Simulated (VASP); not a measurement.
A run of VASP 6.6.1:

Contents of INCAR:

```
PREC = Accurate ; ENCUT = 400
EDIFF = 1E-8 ; ISMEAR = -1
SIGMA = 0.02 ; LREAL = False
LASPH = True ; NELM = 120
ALGO = Normal ; ISIF = 2
LWAVE = False ; LCHARG = False
GGA = PE ; LEFG = True
NBANDS = 16 ; GGA_COMPAT = False
```

File KPOINTS:

```
regular mesh
0
Gamma
  9 9 9
```

POSCAR

```
HgSe
1.0
    0.0000000000      2.9949679431      2.9949679431
    2.9949679431      0.0000000000      2.9949679431
    2.9949679431      2.9949679431      0.0000000000
Hg Se
1 1
Direct
    0.0000000000      0.0000000000      0.0000000000
    0.7500000000      0.7500000000      0.7500000000
```

Potentials or basis: VASP PAW PBE potentials, release 64 (Hg, Se).

The run is started by

```sh
$ cat potpaw_PBE.64/Hg/POTCAR potpaw_PBE.64/Se/POTCAR > POTCAR
$ mpirun -np 1 vasp_std > vasp.out
```

Hardware: 1 thread of Intel Xeon 8259CL, with other jobs on the host.

Problem. How long does it take, and how much memory?

Solution. It took 29 s on 1 thread of Intel Xeon 8259CL, with other jobs on the host, peak memory 0.17 GiB. Counts: scf iterations 17, k points 35.
